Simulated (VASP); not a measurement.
# Te4Mo3 (R-3) in VASP: notebook

Runs on Te4Mo3. Level: PBEsol. Tasks: relaxation of cell and atoms.

Everything below comes from runs of VASP 6.6.1. Logs are shortened: lines on timing, memory, paths and dates and some standing lists are left out, and cuts for length are marked.

### 1 The cell of the first run

Symmetry: R-3, No. 148, trigonal system. The conventional cell has a = 10.179 Å, b = 10.179 Å, c = 11.674 Å, α = 90.00°, β = 90.00°, γ = 120.00°. Te (site symmetry 3) has 3 Mo at 2.73 Å and 3 Te at 3.57 Å within 3.6 Å. Within 4.0 Å of Te (site symmetry 1) lie 4 Mo at 2.72 to 2.82 Å and 9 Te at 3.57 to 4.00 Å. Within 3.7 Å of Mo (site symmetry 1) lie 5 Mo at 2.70 to 3.66 Å and 5 Te at 2.72 to 2.82 Å.

### 2 Relaxation of cell and atoms, PBEsol

INCAR reads:

```
  PREC = Accurate
  ENCUT = 600
  EDIFF = 1E-6
  ISMEAR = 1
  SIGMA = 0.1
  LREAL = False
  LASPH = True
  NELM = 80
  ALGO = Normal
  ISIF = 3
  LWAVE = False
  LCHARG = False
  GGA = PS
  IBRION = 2
  NSW = 90
  EDIFFG = -0.01
  KPAR = 4
```

KPOINTS reads:

```
regular mesh
0
Gamma
  5 5 5
```

POSCAR reads:

```
Te4Mo3
1.0
    5.0895000000      2.9384241950      3.8913333333
   -5.0895000000      2.9384241950      3.8913333333
    0.0000000000     -5.8768483901      3.8913333333
Te Mo
8 6
Direct
    0.2911200000      0.2911200000      0.2911200000
    0.7088800000      0.7088800000      0.7088800000
    0.8774200000      0.6185600000      0.2449900000
    0.2449900000      0.8774200000      0.6185600000
    0.6185600000      0.2449900000      0.8774200000
    0.1225800000      0.3814400000      0.7550100000
    0.7550100000      0.1225800000      0.3814400000
    0.3814400000      0.7550100000      0.1225800000
    0.9552100000      0.2599100000      0.0815200000
    0.0815200000      0.9552100000      0.2599100000
    0.2599100000      0.0815200000      0.9552100000
    0.0447900000      0.7400900000      0.9184800000
    0.9184800000      0.0447900000      0.7400900000
    0.7400900000      0.9184800000      0.0447900000
```

Potentials or basis: VASP PAW PBE potentials, release 64 (Te, Mo_sv).

Launch:

```sh
cat potpaw_PBE.64/Te/POTCAR potpaw_PBE.64/Mo_sv/POTCAR > POTCAR
mpirun -np 4 vasp_std > vasp.out
```

OUTCAR:

```text
PREC = Accurate
   ENCUT = 600
   EDIFF = 1E-6
   ISMEAR = 1
   LREAL = False
   LASPH = True
   NELM = 80
   ISIF = 3
   GGA = PS
   IBRION = 2
   NSW = 90
   EDIFFG = -0.01

 ion  position               nearest neighbor table
   1  0.291  0.291  0.291-  10 2.73   9 2.73  11 2.73   8 3.57   7 3.57   6 3.57
   2  0.709  0.709  0.709-  13 2.73  12 2.73  14 2.73   5 3.57   4 3.57   3 3.57
   3  0.877  0.619  0.245-  10 2.72  14 2.78  12 2.78   9 2.82   2 3.57
   4  0.245  0.877  0.619-  11 2.72  12 2.78  13 2.78  10 2.82   2 3.57
   5  0.619  0.245  0.877-   9 2.72  13 2.78  14 2.78  11 2.82   2 3.57
   6  0.123  0.381  0.755-  13 2.72  11 2.78   9 2.78  12 2.82   1 3.57
   7  0.755  0.123  0.381-  14 2.72   9 2.78  10 2.78  13 2.82   1 3.57
   8  0.381  0.755  0.123-  12 2.72  10 2.78  11 2.78  14 2.82   1 3.57
   9  0.955  0.260  0.082-  10 2.70  11 2.70   5 2.72   1 2.73   7 2.78   6 2.78  14 2.79  13 2.79
                             3 2.82
  10  0.082  0.955  0.260-  11 2.70   9 2.70   3 2.72   1 2.73   8 2.78   7 2.78  14 2.79  12 2.79
                             4 2.82
  11  0.260  0.082  0.955-  10 2.70   9 2.70   4 2.72   1 2.73   6 2.78   8 2.78  12 2.79  13 2.79
                             5 2.82
  12  0.045  0.740  0.918-  13 2.70  14 2.70   8 2.72   2 2.73   4 2.78   3 2.78  11 2.79  10 2.79
                             6 2.82
  13  0.918  0.045  0.740-  14 2.70  12 2.70   6 2.72   2 2.73   5 2.78   4 2.78  11 2.79   9 2.79
                             7 2.82
  14  0.740  0.918  0.045-  13 2.70  12 2.70   7 2.72   2 2.73   3 2.78   5 2.78   9 2.79  10 2.79
                             8 2.82

  LATTYP: Found a trigonal (rhomboedric) cell.
 ALAT       =     7.0483914555
 COS(alpha) =    -0.0427980274

  Lattice vectors:

 A1 = (   5.0895000000,   2.9384241950,   3.8913333333)
 A2 = (  -5.0895000000,   2.9384241950,   3.8913333333)
 A3 = (   0.0000000000,  -5.8768483901,   3.8913333333)

Analysis of symmetry for initial positions (statically):
=====================================================================
 Subroutine PRICEL returns:
 Original cell was already a primitive cell.

 Routine SETGRP: Setting up the symmetry group for a
 trigonal (rhombohedral) supercell.

 Subroutine GETGRP returns: Found  6 space group operations
 (whereof  6 operations were pure point group operations)
 out of a pool of 12 trial point group operations.

The static configuration has the point symmetry S_6 .

Analysis of symmetry for dynamics (positions and initial velocities):
=====================================================================
 Subroutine PRICEL returns:
 Original cell was already a primitive cell.

 Routine SETGRP: Setting up the symmetry group for a
 trigonal (rhombohedral) supercell.

 Subroutine GETGRP returns: Found  6 space group operations
 (whereof  6 operations were pure point group operations)
 out of a pool of 12 trial point group operations.

The dynamic configuration has the point symmetry S_6 .

 Subroutine INISYM returns: Found  6 space group operations
 (whereof  6 operations are pure point group operations),
 and found     1 'primitive' translations

----------------------------------------------------------------------------------------

                                     Primitive cell

  volume of cell :     349.1719

  direct lattice vectors                    reciprocal lattice vectors
     5.089500000  2.938424195  3.891333333     0.098241478  0.056719744  0.085660442
    -5.089500000  2.938424195  3.891333333    -0.098241478  0.056719744  0.085660442
     0.000000000 -5.876848390  3.891333333     0.000000000 -0.113439487  0.085660442

  length of vectors
     7.048391456  7.048391456  7.048391456     0.142148614  0.142148614  0.142148614

  position of ions in fractional coordinates (direct lattice)
     0.291120000  0.291120000  0.291120000
     0.708880000  0.708880000  0.708880000
     0.877420000  0.618560000  0.244990000
     0.244990000  0.877420000  0.618560000
     0.618560000  0.244990000  0.877420000
     0.122580000  0.381440000  0.755010000
     0.755010000  0.122580000  0.381440000
     0.381440000  0.755010000  0.122580000
     0.955210000  0.259910000  0.081520000
     0.081520000  0.955210000  0.259910000
     0.259910000  0.081520000  0.955210000
[... 40 lines left out ...]
     0.000000000  0.000000000  0.000000000

 Subroutine IBZKPT returns following result:
 ===========================================

 Found     23 irreducible k-points:

 Following reciprocal coordinates:
            Coordinates               Weight
  0.000000  0.000000  0.000000      1.000000
  0.200000 -0.000000 -0.000000      6.000000
  0.400000  0.000000  0.000000      6.000000
  0.200000  0.200000 -0.000000      6.000000
  0.400000  0.200000  0.000000      6.000000
 -0.400000 -0.000000 -0.200000      6.000000
[... 15 lines left out ...]
  0.400000  0.400000  0.400000      2.000000
 -0.400000  0.400000  0.400000      6.000000
   k-points           NKPTS =     23   k-points in BZ     NKDIM =     23   number of bands    NBANDS=     79
   number of dos      NEDOS =    301   number of ions     NIONS =     14
   total plane-waves  NPLWV = 175616
   dimension x,y,z NGX =    56 NGY =   56 NGZ =   56
   dimension x,y,z NGXF=   112 NGYF=  112 NGZF=  112
   ions per type =               8   6
   NGX,Y,Z   is equivalent  to a cutoff of  13.21, 13.21, 13.21 a.u.
   NGXF,Y,Z  is equivalent  to a cutoff of  26.42, 26.42, 26.42 a.u.
 SYSTEM =  unknown system
   PREC   = accura    normal or accurate (medium, high low for compatibility)
   ISTART =      0    job   : 0-new  1-cont  2-samecut
   ICHARG =      2    charge: 1-file 2-atom 10-const
   ISPIN  =      1    spin polarized calculation?
   LNONCOLLINEAR =      F non collinear calculations
   LSORBIT =      F    spin-orbit coupling
   LASPH  =      T    aspherical Exc in radial PAW
   ENCUT  =  600.0 eV  44.10 Ry    6.64 a.u.  14.08 14.08 14.08*2*pi/ulx,y,z
   NELM   =     80;   NELMIN=  2; NELMDL= -5     # of ELM steps
   EDIFF  = 0.1E-05   stopping-criterion for ELM
   LREAL  =      F    real-space projection
   EDIFFG = -.1E-01   stopping-criterion for IOM
   NSW    =     90    number of steps for IOM
   IBRION =      2    ionic relax: 0-MD 1-quasi-New 2-CG
   NFREE  =      1    steps in history (QN), initial steepest desc. (CG)
   ISIF   =      3    stress and relaxation
   ISYM   =      2    0-nonsym 1-usesym 2-fastsym
   POTIM  = 0.5000    time-step for ionic-motion
   TEBEG  =    0.0;   TEEND  =   0.0 temperature during run
   PSTRESS=    0.0 pullay stress
   NELECT =     132.0000    total number of electrons
   NUPDOWN=      -1.0000    fix difference up-down
   EMIN   =  10.00;   EMAX   =-10.00  energy-range for DOS
   EFERMI =   0.00;   METHOD = LEGACY
   ISMEAR =     1;   SIGMA  =   0.10  broadening in eV -4-tet -1-fermi 0-gaus
   EFERMI_NEDOS =   21; number of points for ismear=-14 and -15
   IALGO  =     38    algorithm
   IMIX   =      4    mixing-type and parameters
     AMIX     =   0.40;   BMIX     =  1.00
     AMIX_MAG =   1.60;   BMIX_MAG =  1.00
  volume/ion in A,a.u.               =      24.94       168.31
  Fermi-wavevector in a.u.,A,eV,Ry     =   1.183731  2.236927 19.064745  1.401219
  Thomas-Fermi vector in A             =   2.319960
   LORBIT       =      0    0 simple, 1 ext, 2 COOP (PROOUT), +10 PAW based schemes
   GGA     = PS    functional components
   LHFCALC =     F    Hartree Fock is set to
   AEXX    =    0.0000 exact exchange contribution
   IVDW    =     0    specifies the selected vdW correction
   LEPSILON=     F    determine dielectric tensor
   LRPA    =     F    only Hartree local field effects (RPA)
 conjugate gradient relaxation of ions
 non-spin polarized calculation
 Methfessel and Paxton  Order N= 1 SIGMA  =   0.10
  energy-cutoff  :      600.00
  volume of cell :      349.17
 maximum number of plane-waves:     11716
   NGX = 29   NGY = 29   NGZ = 29

--------------------------------------- Ionic step        1  -------------------------------------------

 number of electron     132.0000011 magnetization

 Free energy of the ion-electron system (eV)
  ---------------------------------------------------
  ext. energy  EPLUGINS =         0.00000000
  ---------------------------------------------------
  free energy    TOTEN  =      -102.45227423 eV

  energy without entropy =     -102.45330721  energy(sigma->0) =     -102.45261856

------------------------ aborting loop because EDIFF is reached ----------------------------------------

  FORCE on cell =-STRESS in cart. coord.  units (eV):
  Direction    XX          YY          ZZ          XY          YZ          ZX
  --------------------------------------------------------------------------------------
  -------------------------------------------------------------------------------------
  Total       -2.9951972     -2.9951972     -2.0758057     -0.0000028      0.0000000      0.0000000
  in kB      -13.7434796    -13.7434796     -9.5248466     -0.0000127      0.0000000      0.0000000
  external PRESSURE =     -12.3372686 kB  Pullay stress =       0.0000000 kB
[... 125 lines left out ...]
  FREE ENERGIE OF THE ION-ELECTRON SYSTEM (eV)
  ---------------------------------------------------
  free  energy   TOTEN  =      -102.4744109066 eV

  energy  without entropy=     -102.4752801597  energy(sigma->0) =     -102.47470066

[... ionic steps 4 to 27 ...]

--------------------------------------- Ionic step       28  -------------------------------------------

 number of electron     132.0000015 magnetization

------------------------ aborting loop because EDIFF is reached ----------------------------------------
[... 91 lines left out ...]
--------------------------------------- Ionic step       30  -------------------------------------------

 number of electron     132.0000015 magnetization

 Free energy of the ion-electron system (eV)
  ---------------------------------------------------
  ext. energy  EPLUGINS =         0.00000000
  ---------------------------------------------------
  free energy    TOTEN  =      -102.48307765 eV

  energy without entropy =     -102.48523656  energy(sigma->0) =     -102.48379729

 E-fermi :   7.7088     XC(G=0): -10.5453

 val. band max:        7.6970599029   @ k =   0.4000   0.0000  -0.2000
 cond. band min:       7.7312901027   @ k =  -0.4000  -0.4000   0.2000
 fundamental gap:      0.0342301998
 Fermi energy:         7.7087740799

 k-point     1 :       0.0000    0.0000    0.0000
  band No.  band energies     occupation
      1     -52.8245      2.00000
      2     -52.7203      2.00000
      3     -52.6877      2.00000
      4     -52.6877      2.00000
      5     -52.6381      2.00000
      6     -52.6381      2.00000
[... 1852 lines left out ...]
     77      10.1574      0.00000
     78      10.2227      0.00000
 [bands above 78 left out]

------------------------ aborting loop because EDIFF is reached ----------------------------------------

  FORCE on cell =-STRESS in cart. coord.  units (eV):
  Direction    XX          YY          ZZ          XY          YZ          ZX
  --------------------------------------------------------------------------------------
  -------------------------------------------------------------------------------------
  Total       -0.0940962     -0.0940962     -0.0869636     -0.0000029      0.0000000      0.0000000
  in kB       -0.4355988     -0.4355988     -0.4025800     -0.0000135      0.0000000      0.0000000
  external PRESSURE =      -0.4245925 kB  Pullay stress =       0.0000000 kB
[... 29 lines left out ...]
  FREE ENERGIE OF THE ION-ELECTRON SYSTEM (eV)
  ---------------------------------------------------
  free  energy   TOTEN  =      -102.4830776503 eV

  energy  without entropy=     -102.4852365632  energy(sigma->0) =     -102.48379729

 reached required accuracy - stopping structural energy minimisation
```

Wall time 49 min (4 MPI ranks of Intel Xeon Platinum 8488C (Sapphire Rapids), shared host); peak memory 0.85 GiB.

What came out:

- Free energy: -102.4831 eV
- Relaxed volume: 24.72 Å³/atom
- Relaxed cell: a = 7.025 Å, b = 7.025 Å, c = 7.025 Å, α = 92.02°, β = 92.02°, γ = 92.02°
- Space group after relaxing (to 0.1 Å): R-3 (No. 148)
- Energy gained by relaxing: 2.2 meV/atom
- Ionic steps: 30
- Pressure after relaxing: 0.0 GPa
- Largest force after relaxing: 0.009 eV/Å
- Band gap on the k mesh: zero (bands 66 and 67 overlap by 0.06 eV)

Forces on the atoms (eV/Å):
```
Te   0.000  0.000 -0.008
Te   0.000  0.000  0.008
Te   0.005  0.004 -0.001
Te  -0.006  0.002 -0.001
Te   0.001 -0.006 -0.001
Te  -0.005 -0.004  0.001
Te   0.006 -0.002  0.001
Te  -0.001  0.006  0.001
Mo   0.006 -0.006 -0.004
Mo   0.003  0.008 -0.004
Mo  -0.008 -0.002 -0.004
Mo  -0.006  0.006  0.004
Mo  -0.003 -0.008  0.004
Mo   0.008  0.002  0.004
```

The path:
| step | energy change (eV) | largest force (eV/Å) | pressure (GPa) | volume (Å³) |
| --- | --- | --- | --- | --- |
| 1 | 0.0000 | 0.3609 | -1.23 | 349.17 |
| 2 | 0.0427 | 0.3844 | 2.79 | 339.56 |
| 3 | -0.0221 | 0.1275 | 0.19 | 345.56 |
| 4 | -0.0274 | 0.0509 | 0.03 | 346.18 |
| 5 | -0.0277 | 0.0487 | -0.01 | 346.35 |
| 6 | -0.0283 | 0.0197 | -0.03 | 346.39 |
| 7 | -0.0283 | 0.0152 | -0.04 | 346.39 |
| 8 | -0.0286 | 0.0166 | 0.03 | 346.14 |
| 9 | -0.0287 | 0.0317 | 0.13 | 345.73 |
| 10 | -0.0288 | 0.0304 | 0.13 | 345.72 |
| 11 | -0.0290 | 0.0273 | 0.10 | 345.71 |
| 12 | -0.0293 | 0.0261 | 0.05 | 345.69 |
| 13 | -0.0292 | 0.0512 | -0.04 | 345.65 |
| 14 | -0.0293 | 0.0359 | 0.01 | 345.67 |
| 15 | -0.0295 | 0.0331 | 0.00 | 345.69 |
| 16 | -0.0298 | 0.0350 | -0.02 | 345.74 |
| 17 | -0.0299 | 0.0552 | -0.05 | 345.85 |
| 18 | -0.0300 | 0.0491 | -0.05 | 345.82 |
| 19 | -0.0302 | 0.0392 | 0.00 | 345.75 |
| 20 | -0.0304 | 0.0280 | 0.11 | 345.56 |
| 21 | -0.0306 | 0.0187 | 0.08 | 345.73 |
| 22 | -0.0307 | 0.0173 | 0.01 | 346.02 |
| 23 | -0.0307 | 0.0169 | 0.00 | 346.01 |
| 24 | -0.0307 | 0.0148 | 0.04 | 345.87 |
| 25 | -0.0307 | 0.0161 | 0.02 | 345.98 |
| 26 | -0.0307 | 0.0166 | 0.02 | 346.00 |
| 27 | -0.0308 | 0.0119 | 0.01 | 346.05 |
| 28 | -0.0308 | 0.0115 | -0.05 | 346.15 |
| 29 | -0.0308 | 0.0104 | -0.05 | 346.12 |
| 30 | -0.0308 | 0.0093 | -0.04 | 346.10 |

Final structure:
```
Te Mo
1.0
     5.05439    2.91816    3.91081
    -5.05439    2.91815    3.91081
     0.00000   -5.83631    3.91081
Te Mo
8 6
Direct
  0.28942 0.28942 0.28942
  0.71058 0.71058 0.71058
  0.87899 0.61775 0.24788
  0.24788 0.87899 0.61775
  0.61775 0.24788 0.87899
  0.12101 0.38225 0.75212
  0.75212 0.12101 0.38225
  0.38225 0.75212 0.12101
  0.95418 0.25784 0.08054
  0.08054 0.95418 0.25784
  0.25784 0.08054 0.95418
  0.04582 0.74216 0.91946
  0.91946 0.04582 0.74216
  0.74216 0.91946 0.04582
```

Levels at points of the mesh, in eV from the Fermi level:
| k point | band 62 | band 63 | band 64 | band 65 | band 66 | band 67 | band 68 | band 69 | band 70 | band 71 |
| --- | --- | --- | --- | --- | --- | --- | --- | --- | --- | --- |
| (0.00, 0.00, 0.00) | -0.93 | -0.65 | -0.20 | -0.20 | -0.09 | 0.69 | 0.69 | 1.62 | 1.62 | 1.68 |

Caveat: the PAW data sets were made with another functional, which shifts forces and pressure a little; spin-orbit coupling is left out, which moves the levels of the heavy elements.

### 3 Relaxation of cell and atoms, PBEsol

This run uses another cell than the first one, of 24.72 Å³/atom.

Edit INCAR of step 2 so:

```diff
@@ -2,3 +2,3 @@
   ENCUT = 600
-  EDIFF = 1E-6
+  EDIFF = 1E-7
   ISMEAR = 1
@@ -15,3 +15,3 @@
   NSW = 90
-  EDIFFG = -0.01
+  EDIFFG = -0.005
   KPAR = 4
```

KPOINTS is that of step 2.

POSCAR reads:

```
Te4Mo3                                  
1.0
    5.0543927273      2.9181570771      3.9108149572
   -5.0543945247      2.9181539639      3.9108149572
    0.0000017974     -5.8363110411      3.9108149572
  Te              Mo            
     8     6
Direct
     0.2894173089413060    0.2894173089413060    0.2894173089413060
     0.7105826910586940    0.7105826910586940    0.7105826910586941
     0.8789929018629680    0.6177487597451921    0.2478822897310410
     0.2478822897310410    0.8789929018629681    0.6177487597451919
     0.6177487597451919    0.2478822897310410    0.8789929018629680
     0.1210070981370317    0.3822512402548082    0.7521177102689592
     0.7521177102689591    0.1210070981370317    0.3822512402548082
     0.3822512402548082    0.7521177102689591    0.1210070981370317
     0.9541803726829237    0.2578427139335994    0.0805357741506499
     0.0805357741506499    0.9541803726829238    0.2578427139335995
     0.2578427139335993    0.0805357741506498    0.9541803726829238
     0.0458196273170761    0.7421572860664005    0.9194642258493495
     0.9194642258493495    0.0458196273170761    0.7421572860664004
     0.7421572860664004    0.9194642258493496    0.0458196273170760
```

Potentials or basis: VASP PAW PBE potentials, release 64 (Te, Mo_sv).

Launch:

```sh
cat potpaw_PBE.64/Te/POTCAR potpaw_PBE.64/Mo_sv/POTCAR > POTCAR
mpirun -np 4 vasp_std > vasp.out
```

Run time: 23 min. Hardware: 4 MPI ranks of Intel Xeon Platinum 8488C (Sapphire Rapids), shared host; peak memory 0.83 GiB.

Results (log left out):

```yaml
Free_energy: -102.4823 eV
Relaxed_volume: 24.74 Å³/atom
Relaxed_cell: a = 7.027 Å, b = 7.027 Å, c = 7.027 Å, α = 91.99°, β = 91.99°, γ = 91.99°
Space_group_after_relaxing_to_0.1_Å: R-3 (No. 148)
Energy_gained_by_relaxing: 0.0 meV/atom
Ionic_steps: 15
Pressure_after_relaxing: 0.0 GPa
Largest_force_after_relaxing: 0.003 eV/Å
Band_gap_on_the_k_mesh: zero (bands 66 and 67 overlap by 0.06 eV)
```

Forces on the atoms (eV/Å):
```
Te   0.000  0.000 -0.002
Te   0.000  0.000  0.002
Te  -0.001 -0.002  0.002
Te   0.002  0.001  0.002
Te  -0.002  0.002  0.002
Te   0.001  0.002 -0.002
Te  -0.002 -0.001 -0.002
Te   0.002 -0.002 -0.002
Mo  -0.002 -0.002  0.002
Mo   0.002 -0.001  0.002
Mo   0.000  0.003  0.002
Mo   0.002  0.002 -0.002
Mo  -0.002  0.001 -0.002
Mo   0.000 -0.003 -0.002
```

Step by step:
```tsv
step	energy change (eV)	largest force (eV/Å)	pressure (GPa)	volume (Å³)
1	0.0000	0.0093	-0.03	346.10
2	0.0000	0.0100	0.07	345.85
3	0.0000	0.0058	0.01	345.98
4	0.0000	0.0054	0.01	346.01
5	-0.0001	0.0073	0.01	346.08
6	-0.0001	0.0087	0.00	346.11
7	-0.0001	0.0074	0.00	346.15
8	-0.0001	0.0060	0.00	346.19
9	-0.0001	0.0101	-0.01	346.27
10	-0.0001	0.0074	-0.01	346.24
11	-0.0002	0.0052	0.01	346.23
12	-0.0002	0.0053	0.02	346.23
13	-0.0002	0.0062	0.03	346.23
14	-0.0002	0.0056	0.02	346.23
15	-0.0002	0.0035	0.01	346.32
```

Final structure:
```
Te Mo
1.0
     5.05402    2.91794    3.91388
    -5.05402    2.91794    3.91388
     0.00000   -5.83588    3.91388
Te Mo
8 6
Direct
  0.28915 0.28915 0.28915
  0.71085 0.71085 0.71085
  0.87956 0.61750 0.24778
  0.24778 0.87956 0.61750
  0.61750 0.24778 0.87956
  0.12044 0.38250 0.75222
  0.75222 0.12044 0.38250
  0.38250 0.75222 0.12044
  0.95393 0.25755 0.08070
  0.08070 0.95393 0.25755
  0.25755 0.08070 0.95393
  0.04607 0.74245 0.91930
  0.91930 0.04607 0.74245
  0.74245 0.91930 0.04607
```

Levels at points of the mesh, in eV from the Fermi level:
```csv
k point,band 64,band 65,band 66,band 67,band 68,band 69
"(0.00, 0.00, 0.00)",-0.20,-0.20,-0.10,0.69,0.69,1.62
```

Caveat: the PAW data sets were made with another functional, which shifts forces and pressure a little; spin-orbit coupling is left out, which moves the levels of the heavy elements.
